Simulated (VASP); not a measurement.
# Al: single point with LDA

The system is Al.

```
CELL_PARAMETERS angstrom
0.00000 1.99050 1.99050
1.99050 0.00000 1.99050
1.99050 1.99050 0.00000
ATOMIC_POSITIONS crystal
Al 0.00000 0.00000 0.00000
```

```
Program                : VASP 6.6.1
Task                   : single point
Functional             : LDA
Potentials or basis    : VASP PAW LDA potentials, release 64 (Al)
Cutoff                 : 520 eV
k mesh                 : 11 × 11 × 11
Occupations            : gaussian, width 0.1 eV
Spin                   : no spin polarisation
Dipole correction      : no
Further INCAR settings : ALGO = Normal; EDIFF = 1e-06; NBANDS = 8
```

```yaml
Pressure: 0.4 GPa
```

Levels at points of the mesh, in eV from the Fermi level:
```tsv
k point	band 1	band 2	band 3	band 4	band 5
(0.00, 0.00, 0.00)	-11.42	12.81	12.81	12.81	14.48
```

Run time: 14 s on 1 thread of AMD EPYC 7571, on a shared host, peak memory 0.09 GiB.
